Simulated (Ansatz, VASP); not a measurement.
AlN in VASP and in Ansatz

POSCAR

```
AlN
1.0
    0.0000000000      2.0345180000      2.2379698000
    2.0345180000      0.0000000000      2.2379698000
    2.0345180000      2.0345180000      0.0000000000
Al N
1 1
Direct
    0.5000000000      0.5000000000      0.5000000000
    0.0000000000      0.0000000000      0.0000000000
```

File INCAR.step1:

```
SYSTEM = AlN
  PREC = Accurate
  ENCUT = 520
  ISMEAR = 0
  SIGMA = 0.05
  LREAL = .FALSE.
  LASPH = .TRUE.
  NELM = 80
  NBANDS = 11
  GGA = PE
  ALGO = Normal
  EDIFF = 1E-4
  LWAVE = .TRUE.
  LCHARG = .FALSE.
```

INCAR.step2

```
SYSTEM = AlN
  PREC = Accurate
  ENCUT = 520
  EDIFF = 1E-7
  ISMEAR = 0
  SIGMA = 0.05
  LREAL = .FALSE.
  LASPH = .TRUE.
  NELM = 80
  ALGO = Normal
  ISIF = 2
  LWAVE = .FALSE.
  LCHARG = .TRUE.
  METAGGA = R2SCAN
  LMIXTAU = .TRUE.
  LELF = .TRUE.
  LVHAR = .TRUE.
  NBANDS = 11
  ISTART = 1
```

The input KPOINTS:

```
Automatic mesh
0
G
  10 10 10
  0 0 0
```

Input for Ansatz:

```yaml
crystal:
  lattice:
    - [0.0, 2.034518, 2.2379698]
    - [2.034518, 0.0, 2.2379698]
    - [2.034518, 2.034518, 0.0]
  atoms:
    - { symbol: Al, position: [0.5, 0.5, 0.5] }
    - { symbol: "N", position: [0.0, 0.0, 0.0] }
basis:
  ecutwfc: 500
kpoints:
  mp_grid: { grid: [10, 10, 10] }
hamiltonian:
  xc: r2scan
scf:
  occupations: { method: gaussian, width: 0.05 }
output:
  forces: true
  stress: true
  eigenvalues: true
```

Change from the starting cell: strain +0.1000 x Voigt [0, 0, 1, 0, 0, 0], atoms carried along.

Alike in both runs: task single point; functional r2SCAN; k mesh 10 × 10 × 10; occupations gaussian, width 0.05 eV; no spin polarisation.

```csv
,VASP,Ansatz
version,VASP 6.6.1,Ansatz 0.2.0
potentials or method,"VASP PAW PBE potentials, release 64 (Al, N), cutoff 520 eV","scalar-relativistic, plane waves, PAW"
valence electrons in the cell,8,8
```

VASP gave:

| Quantity | Value |
| --- | --- |
| gap on the k mesh at the Fermi level (eV) | 3.86 |
| least direct gap on the mesh (eV) | 4.43 |
| pressure (GPa) | -23.4 |
| traceless stress, the component that is largest in VASP (GPa) | -5.87 |

Task: What did Ansatz give for the same quantities?

Result: gap on the k mesh at the Fermi level (eV): 3.86; least direct gap on the mesh (eV): 4.39; pressure (GPa): -22.7; traceless stress, the component that is largest in VASP (GPa): -5.77.

VASP's potentials were made for PBE, not for r2SCAN.
